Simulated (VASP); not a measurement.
A run of VASP 6.6.1:

The input INCAR:

```
SYSTEM = C
  ALGO = Normal
  EDIFF = 1E-6
  ENCUT = 520
  GGA = PE
  ISIF = 2
  ISMEAR = 0
  LASPH = .True.
  LCHARG = .False.
  LREAL = .False.
  LWAVE = .False.
  NBANDS = 11
  NELM = 60
  PREC = Accurate
  SIGMA = 0.01
```

KPOINTS

```
k-points
0
Gamma
  10 10 10
  0 0 0
```

Contents of POSCAR:

```
C
1.0
    0.0000000000      1.8297118824      1.8297118824
    1.8297118824      0.0000000000      1.8297118824
    1.8297118824      1.8297118824      0.0000000000
C
2
Direct
    0.0000000000      0.0000000000      0.0000000000
    0.2500000000      0.2500000000      0.2500000000
```

Potentials or basis: VASP PAW PBE potentials, release 64 (C).

The run is started by

```console
$ cat potpaw_PBE.64/C/POTCAR > POTCAR
$ mpirun -np 1 vasp_std > vasp.out
```

Hardware: 1 thread of Intel Xeon 6975P-C, with other jobs on the host.

Task: Estimate the wall time of this run.

Result: Run time: 4.6 s on 1 thread of Intel Xeon 6975P-C (shared host), peak memory 0.12 GiB. Counts: scf iterations 11, k points 47.
